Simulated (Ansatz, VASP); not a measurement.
# CaBe: VASP beside Ansatz

```xyz
2
Lattice="3.4540 0.0000 0.0000 0.0000 2.4711 2.4713 0.0000 -2.4711 2.4713" Properties=species:S:1:pos:R:3 pbc="T T T"
Ca    1.7270    0.0000    3.7069
Be    0.0000    0.0000    1.2356
```

Alike in both runs: functional PBEsol; k mesh 8 × 16 × 16; occupations gaussian, width 0.1 eV; no spin polarisation.

Ansatz relaxed the structure, and its values are those at the end. VASP's run is a single point on that final structure, the one shown.

|  | VASP | Ansatz |
| --- | --- | --- |
| version | VASP 6.6.1 | Ansatz 0.2.0 |
| potentials or method | VASP PAW PBE potentials, release 64 (Ca_sv, Be), cutoff 520 eV | scalar-relativistic, plane waves, PAW |
| valence electrons in the cell | 12 | 12 |

|  | VASP | Ansatz | Ansatz less VASP |
| --- | --- | --- | --- |
| gap on the k mesh at the Fermi level (eV) | none | none | - |
| pressure (GPa) | 0.1 | 0.0 | -0.10 |

VASP's potentials were made for PBE, not for PBEsol. A gap of «none» marks a metal or a gap that the smearing closes.
